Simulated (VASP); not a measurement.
A run of VASP 6.6.1 is set up as follows.

File INCAR:

```
SYSTEM = SnSe2
PREC = Accurate
ENCUT = 520
EDIFF = 1E-6
ISMEAR = 0
SIGMA = 0.05
LREAL = .False.
LASPH = .True.
NELM = 80
ALGO = Normal
ISIF = 2
LWAVE = .False.
LCHARG = .True.
GGA = PS
IVDW = 12
LELF = .True.
LVHAR = .True.
NBANDS = 20
```

The input KPOINTS:

```
Automatic mesh
0
Gamma
  12 12 6
  0 0 0
```

The input POSCAR:

```
SnSe2
1.0
    3.6585588303      0.0000000000      0.0000000000
   -1.8292794152      3.1684048883      0.0000000000
    0.0000000000      0.0000000000      5.8915200000
Sn Se
1 2
Direct
    0.0000000000      0.0000000000      0.0000000000
    0.3333333333      0.6666666667      0.2500000000
    0.6666666667      0.3333333333      0.7500000000
```

Potentials or basis: VASP PAW PBE potentials, release 64 (Sn_d, Se).

The run is started by

```sh
$ cat potpaw_PBE.64/Sn_d/POTCAR potpaw_PBE.64/Se/POTCAR > POTCAR
$ mpirun -np 1 vasp_std > vasp.out
```

**Question.** Estimate the band gap on the k mesh.

**Answer.** 0.75 eV, indirect (least direct gap 1.48 eV).

**Question.** Predict the pressure.

**Answer.** 12.0 GPa.

**Question.** Predict the dispersion energy per atom.

**Answer.** -0.372 eV.

Forces in eV/Å, atoms in the order of the input:
```
Sn   0.000  0.000  0.000
Se   0.000  0.000  2.021
Se   0.000  0.000 -2.021
```

Caveat: the cell differs from its parent crystal (strain -0.040 along x and y, -0.040 along z); the PAW data sets were made with another functional, which shifts forces and pressure a little; spin-orbit coupling is left out, which moves the levels of the heavy elements. A k mesh can miss the band edges.
